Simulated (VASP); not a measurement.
A run of VASP 6.6.1 is set up as follows.

Contents of INCAR:

```
SYSTEM = Mo2C3
  PREC = Accurate
  ENCUT = 520
  EDIFF = 1E-6
  ISMEAR = 0
  SIGMA = 0.1
  LREAL = .False.
  LASPH = .True.
  NELM = 150
  ALGO = Normal
  ISIF = 2
  LWAVE = .False.
  LCHARG = .False.
  ISPIN = 2
  MAGMOM = 0 1.85 0 0 0
  LORBIT = 11
  LMAXMIX = 4
  GGA = PE
  NBANDS = 32
```

File KPOINTS:

```
Automatic mesh
0
Gamma
  10 10 10
  0 0 0
```

POSCAR

```
Mo2C3
1.0
    3.9869801590      0.0000000000      0.0000000000
    0.0000000000      3.9869801590      0.0000000000
    0.0000000000      0.0000000000      3.9869801590
Mo C
2 3
Direct
    0.5000000000      0.5000000000      0.5000000000
    0.0000000000      0.0000000000      0.0000000000
    0.0000000000      0.5000000000      0.5000000000
    0.5000000000      0.0000000000      0.5000000000
    0.5000000000      0.5000000000      0.0000000000
```

Potentials or basis: VASP PAW PBE potentials, release 64 (Mo_sv, C).

Launch:

```sh
$ cat potpaw_PBE.64/Mo_sv/POTCAR potpaw_PBE.64/C/POTCAR > POTCAR
$ mpirun -np 1 vasp_std > vasp.out
```

(1) Estimate the pressure.

(2) Predict the net moment.

(3) What does it give for the band gap on the k mesh?

Answers

(1) -3.7 GPa.

(2) 0.00 μB per cell.

(3) zero (filled and empty bands overlap).

Caveat: the cell stands under tension.
